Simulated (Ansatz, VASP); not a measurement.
# Bi: VASP beside Ansatz

```
Bi
1.0
    -2.06959    2.06959    2.06959
     2.06959   -2.06959    2.06959
     2.06959    2.06959   -2.06959
Bi
1
Direct
  0.00000 0.00000 0.00000
```

Alike in both runs: task single point; functional PBE; k mesh 18 × 18 × 18; occupations fermi-dirac, width 0.1 eV; no spin polarisation.

|  | VASP | Ansatz |
| --- | --- | --- |
| version | VASP 6.6.1 | Ansatz 0.2.0 |
| potentials or method | VASP PAW PBE potentials, release 64 (Bi_d), cutoff 520 eV | plane waves (420 eV) with PAW, scalar-relativistic |
| valence electrons in the cell | 15 | 15 |

```tsv
	VASP	Ansatz	Ansatz less VASP
pressure (GPa)	-4.6	-4.5	+0.08
```

Spin-orbit coupling is off throughout.
